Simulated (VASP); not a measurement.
Sc, 2 atoms in the cell. It takes space group P6_3/mmc (No. 194, hexagonal). The conventional cell has a = 3.320 Å, b = 3.320 Å, c = 5.576 Å, α = 90.00°, β = 90.00°, γ = 120.00°. Sc (site symmetry -6m2) has 12 Sc at 3.32 to 3.38 Å within 4.4 Å. 

* Program: VASP 6.6.1
* Task: single point
* Functional: PBE
* Potentials or basis: VASP PAW PBE potentials, release 64 (Sc_sv)
* Cutoff: 520 eV
* k mesh: 15 × 15 × 10
* Occupations: gaussian, width 0.15 eV
* Spin: no spin polarisation
* Dipole correction: no
* Further INCAR settings: ALGO = Fast; EDIFF = 1e-06; NBANDS = 18

Potentials or basis: VASP PAW PBE potentials, release 64 (Sc_sv).

Command:

```sh
$ cat potpaw_PBE.64/Sc_sv/POTCAR > POTCAR
$ mpirun -np 1 vasp_std > vasp.out
```

Hardware: 1 thread of Intel(R) Xeon(R) Platinum 8488C (Sapphire Rapids), with other jobs on the host.

Q: How long does it take, and how much memory?

A: Run time: 2.7 min on 1 thread of Intel(R) Xeon(R) Platinum 8488C (Sapphire Rapids), with other jobs on the host, peak memory 0.26 GiB. Counts: scf iterations 17, k points 162.
